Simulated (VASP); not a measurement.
# PbSe (P6_3/mmc) in VASP: a series of runs

The runs below take PbSe through single point, with r2SCAN.

Everything below comes from runs of VASP 6.6.1. Logs are shortened: lines on timing, memory, paths and dates and some standing lists are left out, and cuts for length are marked.

### 1 The cell of the first run

It takes space group P6_3/mmc (No. 194, hexagonal). Conventional cell: a = 5.225 Å, b = 5.225 Å, c = 6.275 Å, α = 90.00°, β = 90.00°, γ = 120.00°. Pb (site symmetry -6m2) has 5 Se at 3.02 to 3.14 Å within 4.0 Å. Within 4.0 Å of Se (site symmetry -6m2) lie 5 Pb at 3.02 to 3.14 Å.

### 2 Single point, r2SCAN (volume changed by +3%)

POSCAR reads:

```
PbSe
1.0
    5.2253626070      0.0000000000      0.0000000000
   -2.6126813035      4.5252967616      0.0000000000
    0.0000000000      0.0000000000      6.2748055526
Pb Se
2 2
Direct
    0.3333333333      0.6666666667      0.2500000000
    0.6666666667      0.3333333333      0.7500000000
    0.6666666667      0.3333333333      0.2500000000
    0.3333333333      0.6666666667      0.7500000000
```

INCAR.step1 reads:

```
SYSTEM = PbSe
  ALGO = Normal
  EDIFF = 1E-4
  ENCUT = 520
  GGA = PE
  ISMEAR = 0
  LASPH = .True.
  LCHARG = .False.
  LREAL = .False.
  LWAVE = .True.
  NBANDS = 28
  NELM = 60
  PREC = Accurate
  SIGMA = 0.01
```

INCAR.step2 reads:

```
SYSTEM = PbSe
  ALGO = Normal
  EDIFF = 1E-6
  ENCUT = 520
  ISIF = 2
  ISMEAR = 0
  ISTART = 1
  LASPH = .True.
  LCHARG = .True.
  LELF = .True.
  LMIXTAU = .True.
  LREAL = .False.
  LVHAR = .True.
  LWAVE = .False.
  METAGGA = R2SCAN
  NBANDS = 28
  NELM = 60
  PREC = Accurate
  SIGMA = 0.01
```

KPOINTS reads:

```
k-points
0
Gamma
  6 6 4
  0 0 0
```

Potentials or basis: VASP PAW PBE potentials, release 64 (Pb_d, Se).

The run is started by

```
$ cat potpaw_PBE.64/Pb_d/POTCAR potpaw_PBE.64/Se/POTCAR > POTCAR
$ cp INCAR.step1 INCAR
$ mpirun -np 1 vasp_std > vasp.out
$ cp INCAR.step2 INCAR
$ mpirun -np 1 vasp_std > vasp.out
```

OUTCAR:

```text
SYSTEM = PbSe
   EDIFF = 1E-6
   ENCUT = 520
   ISIF = 2
   ISMEAR = 0
   ISTART = 1
   LASPH = .True.
   LREAL = .False.
   METAGGA = R2SCAN
   NELM = 60
   PREC = Accurate

 ion  position               nearest neighbor table
   1  0.333  0.667  0.250-   3 3.02   3 3.02   3 3.02   4 3.14   4 3.14
   2  0.667  0.333  0.750-   4 3.02   4 3.02   4 3.02   3 3.14   3 3.14
   3  0.667  0.333  0.250-   1 3.02   1 3.02   1 3.02   2 3.14   2 3.14
   4  0.333  0.667  0.750-   2 3.02   2 3.02   2 3.02   1 3.14   1 3.14

  LATTYP: Found a hexagonal cell.
 ALAT       =     5.2253626070
 C/A-ratio  =     1.2008363868

  Lattice vectors:

 A1 = (   5.2253626070,   0.0000000000,   0.0000000000)
 A2 = (  -2.6126813035,   4.5252967616,   0.0000000000)
 A3 = (   0.0000000000,   0.0000000000,   6.2748055526)

Analysis of symmetry for initial positions (statically):
=====================================================================
 Subroutine PRICEL returns:
 Original cell was already a primitive cell.

 Routine SETGRP: Setting up the symmetry group for a
 hexagonal supercell.

 Subroutine GETGRP returns: Found 24 space group operations
 (whereof 12 operations were pure point group operations)
 out of a pool of 24 trial point group operations.

The static configuration has the point symmetry D_3d.
 The point group associated with its full space group is D_6h.

Analysis of symmetry for dynamics (positions and initial velocities):
=====================================================================
 Subroutine PRICEL returns:
 Original cell was already a primitive cell.

 Routine SETGRP: Setting up the symmetry group for a
 hexagonal supercell.

 Subroutine GETGRP returns: Found 24 space group operations
 (whereof 12 operations were pure point group operations)
 out of a pool of 24 trial point group operations.

The dynamic configuration has the point symmetry D_3d.
 The point group associated with its full space group is D_6h.

 Subroutine INISYM returns: Found 24 space group operations
 (whereof 12 operations are pure point group operations),
 and found     1 'primitive' translations

----------------------------------------------------------------------------------------

                                     Primitive cell

  volume of cell :     148.3760

  direct lattice vectors                    reciprocal lattice vectors
     5.225362607  0.000000000  0.000000000     0.191374279  0.110489991  0.000000000
    -2.612681304  4.525296762  0.000000000     0.000000000  0.220979983  0.000000000
     0.000000000  0.000000000  6.274805553     0.000000000  0.000000000  0.159367488

  length of vectors
     5.225362607  5.225362607  6.274805553     0.220979983  0.220979983  0.159367488

  position of ions in fractional coordinates (direct lattice)
     0.333333333  0.666666667  0.250000000
     0.666666667  0.333333333  0.750000000
     0.666666667  0.333333333  0.250000000
     0.333333333  0.666666667  0.750000000

  ion indices of the primitive-cell ions
   primitive index   ion index
                 1           1
                 2           2
                 3           3
                 4           4

----------------------------------------------------------------------------------------

 KPOINTS: k-points

Automatic generation of k-mesh.
 Grid dimensions read from file:
 generate k-points for:    6    6    4

 Generating k-lattice:

  Cartesian coordinates                     Fractional coordinates (reciprocal lattice)
     0.031895713  0.018414999  0.000000000     0.166666667  0.000000000  0.000000000
     0.000000000  0.036829997  0.000000000     0.000000000  0.166666667  0.000000000
     0.000000000  0.000000000  0.039841872     0.000000000  0.000000000  0.250000000

  Length of vectors
     0.036829997  0.036829997  0.039841872

  Shift w.r.t. Gamma in fractional coordinates (k-lattice)
     0.000000000  0.000000000  0.000000000

 Subroutine IBZKPT returns following result:
 ===========================================

 Found     21 irreducible k-points:

 Following reciprocal coordinates:
            Coordinates               Weight
  0.000000  0.000000  0.000000      1.000000
  0.166667  0.000000  0.000000      6.000000
  0.333333  0.000000  0.000000      6.000000
  0.500000 -0.000000  0.000000      3.000000
  0.166667  0.166667  0.000000      6.000000
  0.333333  0.166667  0.000000     12.000000
[... 13 lines left out ...]
  0.333333  0.166667  0.500000     12.000000
  0.333333  0.333333  0.500000      2.000000
   k-points           NKPTS =     21   k-points in BZ     NKDIM =     21   number of bands    NBANDS=     28
   number of dos      NEDOS =    301   number of ions     NIONS =      4
   total plane-waves  NPLWV =  76800
   dimension x,y,z NGX =    40 NGY =   40 NGZ =   48
   dimension x,y,z NGXF=    80 NGYF=   80 NGZF=   96
   ions per type =               2   2
   NGX,Y,Z   is equivalent  to a cutoff of  12.73, 12.73, 12.72 a.u.
   NGXF,Y,Z  is equivalent  to a cutoff of  25.45, 25.45, 25.43 a.u.
 SYSTEM =  PbSe
   PREC   = accura    normal or accurate (medium, high low for compatibility)
   ISTART =      1    job   : 0-new  1-cont  2-samecut
   ICHARG =      0    charge: 1-file 2-atom 10-const
   ISPIN  =      1    spin polarized calculation?
   LNONCOLLINEAR =      F non collinear calculations
   LSORBIT =      F    spin-orbit coupling
   LASPH  =      T    aspherical Exc in radial PAW
   ENCUT  =  520.0 eV  38.22 Ry    6.18 a.u.   9.72  9.72 11.67*2*pi/ulx,y,z
   NELM   =     60;   NELMIN=  2; NELMDL=  0     # of ELM steps
   EDIFF  = 0.1E-05   stopping-criterion for ELM
   LREAL  =      F    real-space projection
   EDIFFG = 0.1E-04   stopping-criterion for IOM
   NSW    =      0    number of steps for IOM
   IBRION =     -1    ionic relax: 0-MD 1-quasi-New 2-CG
   NFREE  =      0    steps in history (QN), initial steepest desc. (CG)
   ISIF   =      2    stress and relaxation
   ISYM   =      2    0-nonsym 1-usesym 2-fastsym
   POTIM  = 0.5000    time-step for ionic-motion
   TEBEG  =    0.0;   TEEND  =   0.0 temperature during run
   PSTRESS=    0.0 pullay stress
   NELECT =      40.0000    total number of electrons
   NUPDOWN=      -1.0000    fix difference up-down
   EMIN   =  10.00;   EMAX   =-10.00  energy-range for DOS
   EFERMI =   0.00;   METHOD = LEGACY
   ISMEAR =     0;   SIGMA  =   0.01  broadening in eV -4-tet -1-fermi 0-gaus
   EFERMI_NEDOS =   21; number of points for ismear=-14 and -15
   IALGO  =     38    algorithm
   IMIX   =      4    mixing-type and parameters
     AMIX     =   0.40;   BMIX     =  1.00
     AMIX_MAG =   1.60;   BMIX_MAG =  1.00
  volume/ion in A,a.u.               =      37.09       250.32
  Fermi-wavevector in a.u.,A,eV,Ry     =   1.057565  1.998507 15.217339  1.118443
  Thomas-Fermi vector in A             =   2.192842
   LORBIT       =      0    0 simple, 1 ext, 2 COOP (PROOUT), +10 PAW based schemes
   METAGGA = R2SCAN    functional components
   LHFCALC =     F    Hartree Fock is set to
   AEXX    =    0.0000 exact exchange contribution
   IVDW    =     0    specifies the selected vdW correction
   LEPSILON=     F    determine dielectric tensor
   LRPA    =     F    only Hartree local field effects (RPA)
 non-spin polarized calculation
 Gauss-broadening in eV      SIGMA  =   0.01
  energy-cutoff  :      520.00
  volume of cell :      148.38
 maximum number of plane-waves:      4022
 NGX is ok and might be reduce to    40
   NGX = 19   NGY = 19   NGZ = 23

 number of electron      39.9999997 magnetization

 Free energy of the ion-electron system (eV)
  ---------------------------------------------------
  ext. energy  EPLUGINS =         0.00000000
  ---------------------------------------------------
  free energy    TOTEN  =      -143.38745192 eV

  energy without entropy =     -143.38745192  energy(sigma->0) =     -143.38745192

 E-fermi :   2.6741     XC(G=0):  -8.6152

 val. band max:        2.5979891187   @ k =   0.3333   0.3333   0.5000
 cond. band min:       4.1133859103   @ k =   0.3333   0.3333   0.5000
 fundamental gap:      1.5153967916
 Fermi energy:         2.6740718420

 k-point     1 :       0.0000    0.0000    0.0000
  band No.  band energies     occupation
      1     -14.8139      2.00000
      2     -14.7380      2.00000
      3     -14.7380      2.00000
      4     -14.7375      2.00000
      5     -14.7375      2.00000
      6     -14.7347      2.00000
[... 20 lines left out ...]
     27       8.6492      0.00000
     28       9.5363      0.00000

 k-point     2 :       0.1667    0.0000    0.0000
  band No.  band energies     occupation
      1     -14.8120      2.00000
      2     -14.7452      2.00000
      3     -14.7375      2.00000
      4     -14.7359      2.00000
      5     -14.7348      2.00000
      6     -14.7339      2.00000
[... 20 lines left out ...]
     27       8.4150      0.00000
     28       9.1759      0.00000

 k-point     3 :       0.3333    0.0000    0.0000
  band No.  band energies     occupation
      1     -14.8068      2.00000
      2     -14.7599      2.00000
      3     -14.7381      2.00000
      4     -14.7346      2.00000
      5     -14.7321      2.00000
      6     -14.7282      2.00000
[... 20 lines left out ...]
     27       8.7471      0.00000
     28       9.2651      0.00000

 k-point     4 :       0.5000   -0.0000    0.0000
  band No.  band energies     occupation
      1     -14.8027      2.00000
      2     -14.7685      2.00000
      3     -14.7391      2.00000
      4     -14.7330      2.00000
      5     -14.7310      2.00000
      6     -14.7251      2.00000
[... 20 lines left out ...]
     27       8.5905      0.00000
     28       8.9664      0.00000

 k-point     5 :       0.1667    0.1667    0.0000
  band No.  band energies     occupation
      1     -14.8079      2.00000
      2     -14.7568      2.00000
      3     -14.7381      2.00000
      4     -14.7350      2.00000
      5     -14.7319      2.00000
      6     -14.7306      2.00000
[... 20 lines left out ...]
     27       8.6953      0.00000
     28       9.6482      0.00000

 k-point     6 :       0.3333    0.1667    0.0000
  band No.  band energies     occupation
      1     -14.8001      2.00000
      2     -14.7710      2.00000
      3     -14.7404      2.00000
      4     -14.7342      2.00000
      5     -14.7284      2.00000
      6     -14.7250      2.00000
[... 370 lines left out ...]
      5     -14.7347      2.00000
      6     -14.7347      2.00000
[... 20 lines left out ...]
     27       9.3046      0.00000
     28       9.3046      0.00000

 k-point    19 :       0.1667    0.1667    0.5000
  band No.  band energies     occupation
      1     -14.7604      2.00000
      2     -14.7604      2.00000
      3     -14.7391      2.00000
      4     -14.7391      2.00000
      5     -14.7382      2.00000
      6     -14.7382      2.00000
[... 20 lines left out ...]
     27       9.8880      0.00000
     28       9.8880      0.00000

 k-point    20 :       0.3333    0.1667    0.5000
  band No.  band energies     occupation
      1     -14.7583      2.00000
      2     -14.7583      2.00000
      3     -14.7408      2.00000
      4     -14.7408      2.00000
      5     -14.7346      2.00000
      6     -14.7346      2.00000
[... 20 lines left out ...]
     27       9.3473      0.00000
     28       9.3473      0.00000

 k-point    21 :       0.3333    0.3333    0.5000
  band No.  band energies     occupation
      1     -14.7555      2.00000
      2     -14.7555      2.00000
      3     -14.7436      2.00000
      4     -14.7436      2.00000
      5     -14.7326      2.00000
      6     -14.7326      2.00000
[... 20 lines left out ...]
     27       9.2647      0.00000
     28       9.2647      0.00000

------------------------ aborting loop because EDIFF is reached ----------------------------------------

  FORCE on cell =-STRESS in cart. coord.  units (eV):
  Direction    XX          YY          ZZ          XY          YZ          ZX
  --------------------------------------------------------------------------------------
  -------------------------------------------------------------------------------------
  Total       -0.9949563     -0.9949563     -1.0914807      0.0000000      0.0000000      0.0000000
  in kB      -10.7436240    -10.7436240    -11.7859034      0.0000000      0.0000000      0.0000000
  external PRESSURE =     -11.0910505 kB  Pullay stress =       0.0000000 kB

 VOLUME and BASIS-vectors are now :
 -----------------------------------------------------------------------------
  energy-cutoff  :      520.00
  volume of cell :      148.38
      direct lattice vectors                 reciprocal lattice vectors
     5.225362607  0.000000000  0.000000000     0.191374279  0.110489991  0.000000000
    -2.612681304  4.525296762  0.000000000     0.000000000  0.220979983  0.000000000
     0.000000000  0.000000000  6.274805553     0.000000000  0.000000000  0.159367488

 POSITION                                       TOTAL-FORCE (eV/Angst)
 -----------------------------------------------------------------------------------
     -0.00000      3.01686      1.56870        -0.000000      0.000000     -0.000000
      2.61268      1.50843      4.70610         0.000000     -0.000000      0.000000
      2.61268      1.50843      1.56870         0.000000     -0.000000      0.000000
     -0.00000      3.01686      4.70610         0.000000      0.000000      0.000000
 -----------------------------------------------------------------------------------
    total drift:                               -0.000000      0.000000     -0.000000

  FREE ENERGIE OF THE ION-ELECTRON SYSTEM (eV)
  ---------------------------------------------------
  free  energy   TOTEN  =      -143.3874519214 eV

  energy  without entropy=     -143.3874519214  energy(sigma->0) =     -143.38745192
```

Wall time 4.1 min (1 thread of Intel Xeon 6975P-C, shared host); peak memory 0.33 GiB.

What came out:

```
Free energy            : -143.3875 eV
Pressure               : -1.1 GPa
Band gap on the k mesh : 1.52 eV, direct
```

Caveat: the PAW data sets were made with another functional, which shifts forces and pressure a little; spin-orbit coupling is left out, which moves the levels of the heavy elements. A k mesh can miss the band edges.

### 3 Single point, r2SCAN (volume changed by +6%)

POSCAR reads:

```
PbSe
1.0
    5.2756095606      0.0000000000      0.0000000000
   -2.6378047803      4.5688118999      0.0000000000
    0.0000000000      0.0000000000      6.3351439229
Pb Se
2 2
Direct
    0.3333333333      0.6666666667      0.2500000000
    0.6666666667      0.3333333333      0.7500000000
    0.6666666667      0.3333333333      0.2500000000
    0.3333333333      0.6666666667      0.7500000000
```

INCAR.step1 reads:

```
PREC     = Accurate       # precision mode
ENCUT    = 520            # plane-wave cutoff, eV
ISMEAR   = 0              # smearing method
SIGMA    = 0.01           # smearing width, eV
LREAL    = F              # projectors in reciprocal space
LASPH    = T              # aspherical terms in the spheres
NELM     = 100            # most SCF steps
NBANDS   = 28             # bands
GGA      = PE             # functional
ALGO     = Normal         # electronic algorithm
EDIFF    = 1E-4           # SCF threshold, eV
LWAVE    = T              # write WAVECAR
LCHARG   = F              # write CHGCAR
```

INCAR.step2 reads:

```
PREC     = Accurate       # precision mode
ENCUT    = 520            # plane-wave cutoff, eV
EDIFF    = 1E-6           # SCF threshold, eV
ISMEAR   = 0              # smearing method
SIGMA    = 0.01           # smearing width, eV
LREAL    = F              # projectors in reciprocal space
LASPH    = T              # aspherical terms in the spheres
NELM     = 100            # most SCF steps
ALGO     = Normal         # electronic algorithm
ISIF     = 2              # what is computed and relaxed
LWAVE    = F              # write WAVECAR
LCHARG   = F              # write CHGCAR
METAGGA  = R2SCAN         # meta-GGA
LMIXTAU  = T            
NBANDS   = 28             # bands
ISTART   = 1
```

KPOINTS reads:

```
Automatic mesh
0
Gamma
  6 6 4
```

Potentials or basis: VASP PAW PBE potentials, release 64 (Pb_d, Se).

The run is started by

```
$ cat potpaw_PBE.64/Pb_d/POTCAR potpaw_PBE.64/Se/POTCAR > POTCAR
$ cp INCAR.step1 INCAR
$ mpirun -np 1 vasp_std > vasp.out
$ cp INCAR.step2 INCAR
$ mpirun -np 1 vasp_std > vasp.out
```

Run time: 4 min. Hardware: 1 thread of Intel Xeon 6975P-C, shared host; peak memory 0.33 GiB.

Results (log left out):

```yaml
Free_energy: -143.3456 eV
Pressure: -2.1 GPa
Band_gap_on_the_k_mesh: 1.55 eV, direct
```

Stress tensor (GPa, compression positive):
```
-2.00  0.00  0.00
 0.00 -2.00  0.00
 0.00  0.00 -2.16
```

Levels at points of the mesh, in eV from the valence-band top:
| k point | band 17 | band 18 | band 19 | band 20 | band 21 | band 22 | band 23 | band 24 |
| --- | --- | --- | --- | --- | --- | --- | --- | --- |
| (0.00, 0.00, 0.00) | -2.69 | -1.58 | -1.58 | -1.55 | 2.10 | 2.10 | 3.47 | 3.47 |
| (0.50, 0.00, 0.00) | -2.49 | -1.94 | -1.89 | -0.56 | 2.89 | 3.38 | 4.28 | 4.45 |
| (0.00, 0.00, 0.50) | -2.15 | -2.15 | -1.17 | -1.17 | 2.47 | 2.47 | 2.47 | 2.47 |
| (0.50, 0.00, 0.50) | -1.55 | -1.55 | -0.60 | -0.60 | 1.75 | 1.75 | 3.15 | 3.15 |

Caveat: the PAW data sets were made with another functional, which shifts forces and pressure a little; spin-orbit coupling is left out, which moves the levels of the heavy elements. A k mesh can miss the band edges.
